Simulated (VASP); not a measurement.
# SnO (P4/nmm) in VASP: single point with PBE

Aim: the single point of SnO with PBE.

Program: VASP 6.6.1. These are calculated values, not measurements. Logs are shortened: lines on timing, memory, paths and dates and some standing lists are left out, and cuts for length are marked.

### 1 The cell of the first run

The structure is tetragonal, space group P4/nmm (No. 129). The conventional cell has a = 3.869 Å, b = 3.869 Å, c = 5.066 Å, α = 90.00°, β = 90.00°, γ = 90.00°. Within 3.0 Å of Sn (site symmetry 4mm) lie 4 O at 2.25 Å. O (site symmetry -4m2) has 4 Sn at 2.25 Å and 4 O at 2.74 Å within 3.0 Å.

### 2 Single point, PBE

Contents of INCAR:

```
SYSTEM = SnO
PREC = Accurate
ENCUT = 520
EDIFF = 1E-7
ISMEAR = 0
SIGMA = 0.1
LREAL = .False.
LASPH = .True.
NELM = 80
ALGO = Normal
ISIF = 2
LWAVE = .False.
LCHARG = .False.
GGA = PE
NBANDS = 28
```

Contents of KPOINTS:

```
Automatic mesh
0
Gamma
  12 12 10
  0 0 0
```

Contents of POSCAR:

```
SnO
1.0
    3.8685892657      0.0000000000      0.0000000000
    0.0000000000      3.8685892657      0.0000000000
    0.0000000000      0.0000000000      5.0662114671
Sn O
2 2
Direct
    0.5000000000      0.0000000000      0.2287524897
    0.0000000000      0.5000000000      0.7712475103
    0.0000000000      0.0000000000      0.0000000000
    0.5000000000      0.5000000000      0.0000000000
```

Potentials or basis: VASP PAW PBE potentials, release 64 (Sn_d, O).

On the command line:

```bash
$ cat potpaw_PBE.64/Sn_d/POTCAR potpaw_PBE.64/O/POTCAR > POTCAR
$ mpirun -np 1 vasp_std > vasp.out
```

OUTCAR:

```text
SYSTEM = SnO
   PREC = Accurate
   ENCUT = 520
   EDIFF = 1E-7
   ISMEAR = 0
   LREAL = .False.
   LASPH = .True.
   NELM = 80
   ISIF = 2
   GGA = PE

 ion  position               nearest neighbor table
   1  0.500  0.000  0.229-   3 2.25   4 2.25   4 2.25   3 2.25   2 3.59   2 3.59   2 3.59   2 3.59

   2  0.000  0.500  0.771-   3 2.25   4 2.25   3 2.25   4 2.25   1 3.59   1 3.59   1 3.59   1 3.59

   3  0.000  0.000  0.000-   1 2.25   2 2.25   2 2.25   1 2.25
   4  0.500  0.500  0.000-   1 2.25   2 2.25   1 2.25   2 2.25

  LATTYP: Found a simple tetragonal cell.
 ALAT       =     3.8685892657
 C/A-ratio  =     1.3095759511

  Lattice vectors:

 A1 = (   3.8685892657,   0.0000000000,   0.0000000000)
 A2 = (   0.0000000000,   3.8685892657,   0.0000000000)
 A3 = (   0.0000000000,   0.0000000000,   5.0662114671)

Analysis of symmetry for initial positions (statically):
=====================================================================
 Subroutine PRICEL returns:
 Original cell was already a primitive cell.

 Routine SETGRP: Setting up the symmetry group for a
 simple tetragonal supercell.

 Subroutine GETGRP returns: Found 16 space group operations
 (whereof  8 operations were pure point group operations)
 out of a pool of 16 trial point group operations.

The static configuration has the point symmetry D_2d.
 The point group associated with its full space group is D_4h.

Analysis of symmetry for dynamics (positions and initial velocities):
=====================================================================
 Subroutine PRICEL returns:
 Original cell was already a primitive cell.

 Routine SETGRP: Setting up the symmetry group for a
 simple tetragonal supercell.

 Subroutine GETGRP returns: Found 16 space group operations
 (whereof  8 operations were pure point group operations)
 out of a pool of 16 trial point group operations.

The dynamic configuration has the point symmetry D_2d.
 The point group associated with its full space group is D_4h.

 Subroutine INISYM returns: Found 16 space group operations
 (whereof  8 operations are pure point group operations),
 and found     1 'primitive' translations

----------------------------------------------------------------------------------------

                                     Primitive cell

  volume of cell :      75.8208

  direct lattice vectors                    reciprocal lattice vectors
[... 86 lines left out ...]
   LNONCOLLINEAR =      F non collinear calculations
   LSORBIT =      F    spin-orbit coupling
   LASPH  =      T    aspherical Exc in radial PAW
   ENCUT  =  520.0 eV  38.22 Ry    6.18 a.u.   7.19  7.19  9.42*2*pi/ulx,y,z
   NELM   =     80;   NELMIN=  2; NELMDL= -5     # of ELM steps
   EDIFF  = 0.1E-06   stopping-criterion for ELM
   LREAL  =      F    real-space projection
   EDIFFG = 0.1E-05   stopping-criterion for IOM
   NSW    =      0    number of steps for IOM
   IBRION =     -1    ionic relax: 0-MD 1-quasi-New 2-CG
   NFREE  =      0    steps in history (QN), initial steepest desc. (CG)
   ISIF   =      2    stress and relaxation
   ISYM   =      2    0-nonsym 1-usesym 2-fastsym
   POTIM  = 0.5000    time-step for ionic-motion
   TEBEG  =    0.0;   TEEND  =   0.0 temperature during run
   PSTRESS=    0.0 pullay stress
   NELECT =      40.0000    total number of electrons
   NUPDOWN=      -1.0000    fix difference up-down
   EMIN   =  10.00;   EMAX   =-10.00  energy-range for DOS
   EFERMI =   0.00;   METHOD = LEGACY
   ISMEAR =     0;   SIGMA  =   0.10  broadening in eV -4-tet -1-fermi 0-gaus
   EFERMI_NEDOS =   21; number of points for ismear=-14 and -15
   IALGO  =     38    algorithm
   IMIX   =      4    mixing-type and parameters
     AMIX     =   0.40;   BMIX     =  1.00
     AMIX_MAG =   1.60;   BMIX_MAG =  1.00
  volume/ion in A,a.u.               =      18.96       127.92
  Fermi-wavevector in a.u.,A,eV,Ry     =   1.322814  2.499755 23.807961  1.749836
  Thomas-Fermi vector in A             =   2.452467
   LORBIT       =      0    0 simple, 1 ext, 2 COOP (PROOUT), +10 PAW based schemes
   GGA     = PE    functional components
   LHFCALC =     F    Hartree Fock is set to
   AEXX    =    0.0000 exact exchange contribution
   IVDW    =     0    specifies the selected vdW correction
   LEPSILON=     F    determine dielectric tensor
   LRPA    =     F    only Hartree local field effects (RPA)
 non-spin polarized calculation
 Gauss-broadening in eV      SIGMA  =   0.10
  energy-cutoff  :      520.00
  volume of cell :       75.82
 maximum number of plane-waves:      2064
 NGX is ok and might be reduce to    30
   NGX = 15   NGY = 15   NGZ = 19

 number of electron      39.9999994 magnetization

 Free energy of the ion-electron system (eV)
  ---------------------------------------------------
  ext. energy  EPLUGINS =         0.00000000
  ---------------------------------------------------
  free energy    TOTEN  =       -22.72594419 eV

  energy without entropy =      -22.72594364  energy(sigma->0) =      -22.72594391

 E-fermi :   6.3999     XC(G=0):  -9.8217

 val. band max:        6.1347342765   @ k =   0.0833   0.0000   0.0000
 cond. band min:       6.6387384947   @ k =   0.5000   0.5000   0.0000
 fundamental gap:      0.5040042181
 Fermi energy:         6.3999172065

 k-point     1 :       0.0000    0.0000    0.0000
  band No.  band energies     occupation
      1     -15.6089      2.00000
      2     -15.2449      2.00000
      3     -15.2401      2.00000
      4     -15.2401      2.00000
      5     -15.2108      2.00000
      6     -15.1962      2.00000
[... 733 lines left out ...]
     27      13.2444      0.00000
     28      13.6872      0.00000

 [... further k-points ...]
[... 5 lines left out ...]
  --------------------------------------------------------------------------------------
  -------------------------------------------------------------------------------------
  Total        0.0802791      0.0802791      0.1138692      0.0000000      0.0000000      0.0000000
  in kB        1.6963860      1.6963860      2.4061805      0.0000000      0.0000000      0.0000000
  external PRESSURE =       1.9329842 kB  Pullay stress =       0.0000000 kB

 VOLUME and BASIS-vectors are now :
 -----------------------------------------------------------------------------
  energy-cutoff  :      520.00
  volume of cell :       75.82
      direct lattice vectors                 reciprocal lattice vectors
     3.868589266  0.000000000  0.000000000     0.258492161  0.000000000  0.000000000
     0.000000000  3.868589266  0.000000000     0.000000000  0.258492161  0.000000000
     0.000000000  0.000000000  5.066211467     0.000000000  0.000000000  0.197386155

 POSITION                                       TOTAL-FORCE (eV/Angst)
 -----------------------------------------------------------------------------------
      1.93429      0.00000      1.15891        -0.000000      0.000000      0.077028
      0.00000      1.93429      3.90730         0.000000      0.000000     -0.077028
      0.00000      0.00000      0.00000         0.000000      0.000000      0.000000
      1.93429      1.93429      0.00000         0.000000     -0.000000      0.000000
 -----------------------------------------------------------------------------------
    total drift:                                0.000000      0.000000     -0.000000

  FREE ENERGIE OF THE ION-ELECTRON SYSTEM (eV)
  ---------------------------------------------------
  free  energy   TOTEN  =       -22.7259441889 eV

  energy  without entropy=      -22.7259436380  energy(sigma->0) =      -22.72594391
```

Wall time 9.5 min (1 thread of Oxide Virtual Turin-like, shared host); peak memory 0.36 GiB.

Results:

- Free energy: -22.7259 eV
- Pressure: 0.2 GPa
- Largest force: 0.077 eV/Å
- Band gap on the k mesh: 0.50 eV, indirect (least direct gap 1.91 eV)

Forces on the atoms (eV/Å):
```
Sn   0.000  0.000  0.077
Sn   0.000  0.000 -0.077
O    0.000  0.000  0.000
O    0.000  0.000  0.000
```

Levels at points of the mesh, in eV from the valence-band top:
```csv
k point,band 17,band 18,band 19,band 20,band 21,band 22,band 23,band 24
"(0.00, 0.00, 0.00)",-3.15,-2.88,-2.88,0.00,1.91,4.06,4.92,4.92
"(0.50, 0.00, 0.00)",-4.47,-4.47,-2.33,-2.33,3.04,3.04,5.68,5.68
"(0.50, 0.50, 0.00)",-2.24,-2.24,-1.74,-1.74,0.50,0.50,4.56,4.56
"(0.00, 0.00, 0.50)",-3.20,-2.90,-2.90,-1.94,1.72,3.31,3.31,3.75
"(0.50, 0.00, 0.50)",-4.45,-4.45,-1.53,-1.53,2.47,2.47,5.56,5.56
"(0.50, 0.50, 0.50)",-2.35,-2.35,-2.25,-2.25,2.61,2.61,3.75,3.75
```

Caveat: spin-orbit coupling is left out, which moves the levels of the heavy elements.
